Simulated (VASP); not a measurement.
# SrCl2 (Fm-3m) in VASP: notebook

The runs below take SrCl2 through single point, with LDA.

All numbers are computed with VASP 6.6.1; they aren't measurements. Logs are shortened: lines on timing, memory, paths and dates and some standing lists are left out, and cuts for length are marked.

### Step 1. The cell of the first run

The structure is cubic, space group Fm-3m (No. 225). The conventional cell has a = 7.017 Å, b = 7.017 Å, c = 7.017 Å, α = 90.00°, β = 90.00°, γ = 90.00°. Within 4.0 Å of Sr (site symmetry m-3m) lie 8 Cl at 3.04 Å. Within 4.0 Å of Cl (site symmetry -43m) lie 4 Sr at 3.04 Å and 6 Cl at 3.51 Å.

### Step 2. Single point, LDA (volume scaled by 1.02)

Contents of INCAR:

```
ALGO = Normal
EDIFF = 1E-6
ENCUT = 520
ISIF = 2
ISMEAR = -1
LASPH = True
LCHARG = False
LREAL = False
LWAVE = False
NBANDS = 19
NELM = 100
PREC = Accurate
SIGMA = 0.01
```

Contents of KPOINTS:

```
k-points
0
Gamma
  8 8 8
```

Contents of POSCAR:

```
SrCl2
1.0
    0.0000000000      3.5085834542      3.5085834542
    3.5085834542      0.0000000000      3.5085834542
    3.5085834542      3.5085834542      0.0000000000
Sr Cl
1 2
Direct
    0.0000000000      0.0000000000      0.0000000000
    0.2500000000      0.2500000000      0.2500000000
    0.7500000000      0.7500000000      0.7500000000
```

Potentials or basis: VASP PAW LDA potentials, release 64 (Sr_sv, Cl).

The run is started by

```bash
cat potpaw_LDA.64/Sr_sv/POTCAR potpaw_LDA.64/Cl/POTCAR > POTCAR
mpirun -np 1 vasp_std > vasp.out
```

OUTCAR:

```text
EDIFF = 1E-6
   ENCUT = 520
   ISIF = 2
   ISMEAR = -1
   LASPH = True
   LREAL = False
   NELM = 100
   PREC = Accurate

 ion  position               nearest neighbor table
   1  0.000  0.000  0.000-   3 3.04   3 3.04   3 3.04   2 3.04   3 3.04   2 3.04   2 3.04   2 3.04

   2  0.250  0.250  0.250-   1 3.04   1 3.04   1 3.04   1 3.04
   3  0.750  0.750  0.750-   1 3.04   1 3.04   1 3.04   1 3.04

  LATTYP: Found a face centered cubic cell.
 ALAT       =     7.0171669084

  Lattice vectors:

 A1 = (   0.0000000000,   3.5085834542,   3.5085834542)
 A2 = (   3.5085834542,   0.0000000000,   3.5085834542)
 A3 = (   3.5085834542,   3.5085834542,   0.0000000000)

Analysis of symmetry for initial positions (statically):
=====================================================================
 Subroutine PRICEL returns:
 Original cell was already a primitive cell.

 Routine SETGRP: Setting up the symmetry group for a
 face centered cubic supercell.

 Subroutine GETGRP returns: Found 48 space group operations
 (whereof 48 operations were pure point group operations)
 out of a pool of 48 trial point group operations.

The static configuration has the point symmetry O_h .

Analysis of symmetry for dynamics (positions and initial velocities):
=====================================================================
 Subroutine PRICEL returns:
 Original cell was already a primitive cell.

 Routine SETGRP: Setting up the symmetry group for a
 face centered cubic supercell.

 Subroutine GETGRP returns: Found 48 space group operations
 (whereof 48 operations were pure point group operations)
 out of a pool of 48 trial point group operations.

The dynamic configuration has the point symmetry O_h .

 Subroutine INISYM returns: Found 48 space group operations
 (whereof 48 operations are pure point group operations),
 and found     1 'primitive' translations

----------------------------------------------------------------------------------------

                                     Primitive cell

  volume of cell :      86.3824

  direct lattice vectors                    reciprocal lattice vectors
     0.000000000  3.508583454  3.508583454    -0.142507655  0.142507655  0.142507655
     3.508583454  0.000000000  3.508583454     0.142507655 -0.142507655  0.142507655
     3.508583454  3.508583454  0.000000000     0.142507655  0.142507655 -0.142507655

  length of vectors
     4.961886306  4.961886306  4.961886306     0.246830499  0.246830499  0.246830499

  position of ions in fractional coordinates (direct lattice)
     0.000000000  0.000000000  0.000000000
     0.250000000  0.250000000  0.250000000
     0.750000000  0.750000000  0.750000000

  ion indices of the primitive-cell ions
   primitive index   ion index
                 1           1
                 2           2
                 3           3

----------------------------------------------------------------------------------------

 KPOINTS: k-points

Automatic generation of k-mesh.
 Grid dimensions read from file:
 generate k-points for:    8    8    8

 Generating k-lattice:

  Cartesian coordinates                     Fractional coordinates (reciprocal lattice)
    -0.017813457  0.017813457  0.017813457     0.125000000  0.000000000  0.000000000
     0.017813457 -0.017813457  0.017813457     0.000000000  0.125000000  0.000000000
     0.017813457  0.017813457 -0.017813457     0.000000000  0.000000000  0.125000000

  Length of vectors
     0.030853812  0.030853812  0.030853812

  Shift w.r.t. Gamma in fractional coordinates (k-lattice)
     0.000000000  0.000000000  0.000000000

 Subroutine IBZKPT returns following result:
 ===========================================

 Found     29 irreducible k-points:

 Following reciprocal coordinates:
            Coordinates               Weight
  0.000000  0.000000  0.000000      1.000000
  0.125000  0.000000  0.000000      8.000000
  0.250000  0.000000  0.000000      8.000000
  0.375000  0.000000  0.000000      8.000000
  0.500000  0.000000  0.000000      4.000000
  0.125000  0.125000  0.000000      6.000000
[... 16 lines left out ...]
  0.500000  0.250000  0.125000     48.000000
 -0.375000  0.250000  0.125000     24.000000
 [... further k-points ...]
   k-points           NKPTS =     29   k-points in BZ     NKDIM =     29   number of bands    NBANDS=     19
   number of dos      NEDOS =    301   number of ions     NIONS =      3
   total plane-waves  NPLWV =  64000
   dimension x,y,z NGX =    40 NGY =   40 NGZ =   40
   dimension x,y,z NGXF=    80 NGYF=   80 NGZF=   80
   ions per type =               1   2
   NGX,Y,Z   is equivalent  to a cutoff of  13.40, 13.40, 13.40 a.u.
   NGXF,Y,Z  is equivalent  to a cutoff of  26.80, 26.80, 26.80 a.u.
 SYSTEM =  unknown system
   PREC   = accura    normal or accurate (medium, high low for compatibility)
   ISTART =      0    job   : 0-new  1-cont  2-samecut
   ICHARG =      2    charge: 1-file 2-atom 10-const
   ISPIN  =      1    spin polarized calculation?
   LNONCOLLINEAR =      F non collinear calculations
   LSORBIT =      F    spin-orbit coupling
   LASPH  =      T    aspherical Exc in radial PAW
   ENCUT  =  520.0 eV  38.22 Ry    6.18 a.u.   9.23  9.23  9.23*2*pi/ulx,y,z
   NELM   =    100;   NELMIN=  2; NELMDL= -5     # of ELM steps
   EDIFF  = 0.1E-05   stopping-criterion for ELM
   LREAL  =      F    real-space projection
   EDIFFG = 0.1E-04   stopping-criterion for IOM
   NSW    =      0    number of steps for IOM
   IBRION =     -1    ionic relax: 0-MD 1-quasi-New 2-CG
   NFREE  =      0    steps in history (QN), initial steepest desc. (CG)
   ISIF   =      2    stress and relaxation
   ISYM   =      2    0-nonsym 1-usesym 2-fastsym
   POTIM  = 0.5000    time-step for ionic-motion
   TEBEG  =    0.0;   TEEND  =   0.0 temperature during run
   PSTRESS=    0.0 pullay stress
   NELECT =      24.0000    total number of electrons
   NUPDOWN=      -1.0000    fix difference up-down
   EMIN   =  10.00;   EMAX   =-10.00  energy-range for DOS
   EFERMI =   0.00;   METHOD = LEGACY
   ISMEAR =    -1;   SIGMA  =   0.01  broadening in eV -4-tet -1-fermi 0-gaus
   EFERMI_NEDOS =   21; number of points for ismear=-14 and -15
   IALGO  =     38    algorithm
   IMIX   =      4    mixing-type and parameters
     AMIX     =   0.40;   BMIX     =  1.00
     AMIX_MAG =   1.60;   BMIX_MAG =  1.00
  volume/ion in A,a.u.               =      28.79       194.31
  Fermi-wavevector in a.u.,A,eV,Ry     =   1.068243  2.018687 15.526198  1.141143
  Thomas-Fermi vector in A             =   2.203885
   LORBIT       =      0    0 simple, 1 ext, 2 COOP (PROOUT), +10 PAW based schemes
   GGA     = CA    functional components
   LHFCALC =     F    Hartree Fock is set to
   AEXX    =    0.0000 exact exchange contribution
   IVDW    =     0    specifies the selected vdW correction
   LEPSILON=     F    determine dielectric tensor
   LRPA    =     F    only Hartree local field effects (RPA)
 non-spin polarized calculation
  energy-cutoff  :      520.00
  volume of cell :       86.38
 maximum number of plane-waves:      2346
 NGX is ok and might be reduce to    40
   NGX = 19   NGY = 19   NGZ = 19

 number of electron      23.9999997 magnetization

 Free energy of the ion-electron system (eV)
  ---------------------------------------------------
  ext. energy  EPLUGINS =         0.00000000
  ---------------------------------------------------
  free energy    TOTEN  =       -13.99832468 eV

  energy without entropy =      -13.99832468  energy(sigma->0) =      -13.99832468

 E-fermi :   0.1257     XC(G=0):  -8.7264

 val. band max:       -0.1530837190   @ k =   0.5000   0.5000   0.0000
 cond. band min:       4.6683764411   @ k =   0.0000   0.0000   0.0000
 fundamental gap:      4.8214601600
 Fermi energy:         0.1257054928

 k-point     1 :       0.0000    0.0000    0.0000
  band No.  band energies     occupation
      1     -32.9029      2.00000
      2     -14.9959      2.00000
      3     -14.9959      2.00000
      4     -14.9959      2.00000
      5     -13.3355      2.00000
      6     -12.4882      2.00000
[... 11 lines left out ...]
     18       8.5191      0.00000
     19       8.9326      0.00000

 k-point     2 :       0.1250    0.0000    0.0000
  band No.  band energies     occupation
      1     -32.9025      2.00000
      2     -15.0454      2.00000
      3     -14.9979      2.00000
      4     -14.9979      2.00000
      5     -13.2485      2.00000
      6     -12.5224      2.00000
[... 11 lines left out ...]
     18       8.3864      0.00000
     19       9.1999      0.00000

 k-point     3 :       0.2500    0.0000    0.0000
  band No.  band energies     occupation
      1     -32.9014      2.00000
      2     -15.1477      2.00000
      3     -15.0027      2.00000
      4     -15.0027      2.00000
      5     -13.0673      2.00000
      6     -12.5889      2.00000
[... 11 lines left out ...]
     18       8.2325      0.00000
     19       9.0859      0.00000

 k-point     4 :       0.3750    0.0000    0.0000
  band No.  band energies     occupation
      1     -32.9003      2.00000
      2     -15.2329      2.00000
      3     -15.0075      2.00000
      4     -15.0075      2.00000
      5     -12.9526      2.00000
      6     -12.5999      2.00000
[... 11 lines left out ...]
     18       8.2050      0.00000
     19       8.2442      0.00000

 k-point     5 :       0.5000    0.0000    0.0000
  band No.  band energies     occupation
      1     -32.8999      2.00000
      2     -15.2644      2.00000
      3     -15.0095      2.00000
      4     -15.0095      2.00000
      5     -12.9370      2.00000
      6     -12.5743      2.00000
[... 11 lines left out ...]
     18       8.2343      0.00000
     19       8.2343      0.00000
[... 334 lines left out ...]
      2     -15.3217      2.00000
      3     -15.0284      2.00000
      4     -15.0284      2.00000
      5     -12.7883      2.00000
      6     -12.5971      2.00000
[... 11 lines left out ...]
     18       8.0637      0.00000
     19       9.2637      0.00000

 k-point    22 :       0.3750    0.2500    0.1250
  band No.  band energies     occupation
      1     -32.9006      2.00000
      2     -15.1871      2.00000
      3     -15.0378      2.00000
      4     -15.0090      2.00000
      5     -12.9162      2.00000
      6     -12.6499      2.00000
[... 11 lines left out ...]
     18       8.1611      0.00000
     19       9.0165      0.00000

 k-point    23 :       0.5000    0.2500    0.1250
  band No.  band energies     occupation
      1     -32.8997      2.00000
      2     -15.2192      2.00000
      3     -15.0790      2.00000
      4     -15.0143      2.00000
      5     -12.8139      2.00000
      6     -12.6606      2.00000
[... 11 lines left out ...]
     18       8.1342      0.00000
     19       9.1051      0.00000

 k-point    24 :      -0.3750    0.2500    0.1250
  band No.  band energies     occupation
      1     -32.8993      2.00000
      2     -15.2264      2.00000
      3     -15.1005      2.00000
      4     -15.0168      2.00000
      5     -12.8071      2.00000
      6     -12.6293      2.00000
[... 11 lines left out ...]
     18       8.3494      0.00000
     19       8.8453      0.00000

 [... further k-points ...]
[... 5 lines left out ...]
  --------------------------------------------------------------------------------------
  -------------------------------------------------------------------------------------
  Total       -1.7525061     -1.7525061     -1.7525061      0.0000000      0.0000000      0.0000000
  in kB      -32.5045893    -32.5045893    -32.5045893      0.0000000      0.0000000      0.0000000
  external PRESSURE =     -32.5045893 kB  Pullay stress =       0.0000000 kB

 VOLUME and BASIS-vectors are now :
 -----------------------------------------------------------------------------
  energy-cutoff  :      520.00
  volume of cell :       86.38
      direct lattice vectors                 reciprocal lattice vectors
     0.000000000  3.508583454  3.508583454    -0.142507655  0.142507655  0.142507655
     3.508583454  0.000000000  3.508583454     0.142507655 -0.142507655  0.142507655
     3.508583454  3.508583454  0.000000000     0.142507655  0.142507655 -0.142507655

 POSITION                                       TOTAL-FORCE (eV/Angst)
 -----------------------------------------------------------------------------------
      0.00000      0.00000      0.00000         0.000000     -0.000000     -0.000000
      1.75429      1.75429      1.75429        -0.000000     -0.000000     -0.000000
      5.26288      5.26288      5.26288         0.000000      0.000000      0.000000
 -----------------------------------------------------------------------------------
    total drift:                               -0.000000     -0.000000      0.000000

  FREE ENERGIE OF THE ION-ELECTRON SYSTEM (eV)
  ---------------------------------------------------
  free  energy   TOTEN  =       -13.9983246786 eV

  energy  without entropy=      -13.9983246786  energy(sigma->0) =      -13.99832468
```

Wall time 46 s (1 thread of Intel Xeon Platinum 8488C (Sapphire Rapids), shared host); peak memory 0.21 GiB.

Results:

```yaml
Free_energy: -13.9983 eV
Pressure: -3.3 GPa
Band_gap_on_the_k_mesh: 4.82 eV, indirect (least direct gap 5.16 eV)
```

 A k mesh can miss the band edges.

### Step 3. Single point, LDA (volume scaled by 1.06)

Contents of INCAR:

```
SYSTEM = SrCl2
PREC = Accurate ; ENCUT = 520
EDIFF = 1E-6 ; ISMEAR = -1
SIGMA = 0.01 ; LREAL = .FALSE.
LASPH = .TRUE. ; NELM = 80
ALGO = Normal ; ISIF = 2
LWAVE = .FALSE. ; LCHARG = .FALSE.
GGA = CA ; NBANDS = 19
```

Contents of KPOINTS:

```
regular mesh
0
G
  8 8 8
  0 0 0
```

Contents of POSCAR:

```
SrCl2
1.0
    0.0000000000      3.5538604926      3.5538604926
    3.5538604926      0.0000000000      3.5538604926
    3.5538604926      3.5538604926      0.0000000000
Sr Cl
1 2
Direct
    0.0000000000      0.0000000000      0.0000000000
    0.2500000000      0.2500000000      0.2500000000
    0.7500000000      0.7500000000      0.7500000000
```

Potentials or basis: VASP PAW LDA potentials, release 64 (Sr_sv, Cl).

The run is started by

```bash
cat potpaw_LDA.64/Sr_sv/POTCAR potpaw_LDA.64/Cl/POTCAR > POTCAR
mpirun -np 1 vasp_std > vasp.out
```

Run time: 46 s. Hardware: 1 thread of Intel Xeon Platinum 8488C (Sapphire Rapids), shared host; peak memory 0.21 GiB.

Results (log left out):

```yaml
Free_energy: -13.9198 eV
Pressure: -4.2 GPa
Band_gap_on_the_k_mesh: 4.68 eV, indirect (least direct gap 5.01 eV)
```

Levels at points of the mesh, in eV from the valence-band top:
| k point | band 10 | band 11 | band 12 | band 13 | band 14 | band 15 |
| --- | --- | --- | --- | --- | --- | --- |
| (0.00, 0.00, 0.00) | -0.33 | -0.33 | -0.33 | 4.68 | 5.83 | 5.83 |
| (0.50, 0.00, 0.00) | -1.27 | -1.01 | -1.01 | 6.39 | 6.39 | 7.09 |
| (0.50, 0.50, 0.00) | -0.38 | -0.38 | 0.00 | 5.17 | 6.66 | 7.22 |

 A k mesh can miss the band edges.
